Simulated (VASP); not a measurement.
A run of VASP 6.6.1:

INCAR

```
SYSTEM = Al2Cu
  PREC = Accurate
  ENCUT = 520
  EDIFF = 1E-6
  ISMEAR = 0
  SIGMA = 0.15
  LREAL = .FALSE.
  LASPH = .TRUE.
  NELM = 60
  ALGO = Fast
  ISIF = 2
  LWAVE = .FALSE.
  LCHARG = .TRUE.
  GGA = PS
  LELF = .TRUE.
  LVHAR = .TRUE.
  NBANDS = 16
```

File KPOINTS:

```
regular mesh
0
G
  10 10 14
  0 0 0
```

POSCAR

```
Al2Cu
1.0
    4.2271551709      0.0000000000      0.0000000000
    0.0000000000      4.2271551709      0.0000000000
    0.0000000000      0.0000000000      2.6466817742
Al Cu
2 1
Direct
    0.5074638706      0.0000000000      0.5000000000
   -0.1089562558      0.5000000000      0.5000000000
    0.0430935180      0.0000000000      0.0000000000
```

Potentials or basis: VASP PAW PBE potentials, release 64 (Al, Cu).

Run with:

```bash
$ cat potpaw_PBE.64/Al/POTCAR potpaw_PBE.64/Cu/POTCAR > POTCAR
$ mpirun -np 1 vasp_std > vasp.out
```

Hardware: 1 thread of Intel(R) Xeon(R) 6975P-C (Granite Rapids), on a shared host.

Question: Estimate the wall time of this run.

Answer: Wall time 78 s on 1 thread of Intel(R) Xeon(R) 6975P-C (Granite Rapids), on a shared host, peak memory 0.31 GiB. Counts: scf iterations 19, k points 288.
